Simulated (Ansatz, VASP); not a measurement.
Two plane-wave programs on MnO

```
CELL_PARAMETERS angstrom
0.00000 2.40039 2.40039
2.40039 0.00000 2.40039
2.40039 2.40039 0.00000
ATOMIC_POSITIONS crystal
Mn 0.25000 0.25000 0.25000
O 0.50000 0.50000 0.50000
```

Alike in both runs: functional PBE; k mesh 6 × 6 × 6; occupations gaussian, width 0.1 eV; collinear spin.

Ansatz relaxed the structure, and its values are those at the end. VASP's run is a single point on that final structure, the one shown.

|  | VASP | Ansatz |
| --- | --- | --- |
| version | VASP 6.6.1 | Ansatz 0.2.0 |
| potentials or method | VASP PAW PBE potentials, release 64 (Mn_pv, O), cutoff 520 eV | scalar-relativistic, plane waves, PAW |
| valence electrons in the cell | 19 | 21 |

```tsv
	VASP	Ansatz	Ansatz less VASP
gap on the k mesh at the Fermi level (eV)	none	none	-
pressure (GPa)	0.4	0.0	-0.36
net moment per atom (μB)	2.50	2.50	0.000
size of the moment on the site where the two differ most (μB)	4.43	3.98	-0.446
```

Site moments also hang on the region over which each program counts them. A gap of «none» marks a metal or a gap that the smearing closes. VASP's potentials hold 19 valence electrons a cell and Ansatz's 21, so a difference there can come from the potentials and not from the codes.

The k mesh is coarse, so the values compare programs but aren't converged.
